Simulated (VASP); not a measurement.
Here is a VASP 6.6.1 calculation.

Contents of INCAR:

```
PREC = Accurate ; ENCUT = 600
EDIFF = 1E-6 ; ISMEAR = -1
SIGMA = 0.02 ; LREAL = F
LASPH = T ; NELM = 80
ALGO = Normal ; ISIF = 3
LWAVE = F ; LCHARG = F
IBRION = 2 ; NSW = 80
EDIFFG = -0.005
```

The input KPOINTS:

```
regular mesh
0
Gamma
  6 6 6
```

File POSCAR:

```
SnTe
1.0
    0.0000000000      3.2053449693      3.2053449693
    3.2053449693      0.0000000000      3.2053449693
    3.2053449693      3.2053449693      0.0000000000
Sn Te
1 1
Direct
    0.0000000000      0.0000000000      0.0000000000
    0.5000000000      0.5000000000      0.5000000000
```

Potentials or basis: VASP PAW LDA potentials, release 64 (Sn_d, Te).

Run with:

```sh
$ cat potpaw_LDA.64/Sn_d/POTCAR potpaw_LDA.64/Te/POTCAR > POTCAR
$ mpirun -np 1 vasp_std > vasp.out
```

Q: Predict the space group after relaxing (to 0.1 Å).

A: Fm-3m (No. 225).

Q: Predict the relaxed cell.

A: a = 4.411 Å, b = 4.411 Å, c = 4.411 Å, α = 60.00°, β = 60.00°, γ = 60.00°.

Q: Estimate the relaxed volume.

A: 30.34 Å³/atom.

Step by step:
| step | energy change (eV) | largest force (eV/Å) | pressure (GPa) | volume (Å³) |
| --- | --- | --- | --- | --- |
| 1 | 0.0000 | 0.0000 | -3.43 | 65.86 |
| 2 | -0.0556 | 0.0000 | 1.22 | 59.37 |
| 3 | -0.0605 | 0.0000 | 0.01 | 60.68 |
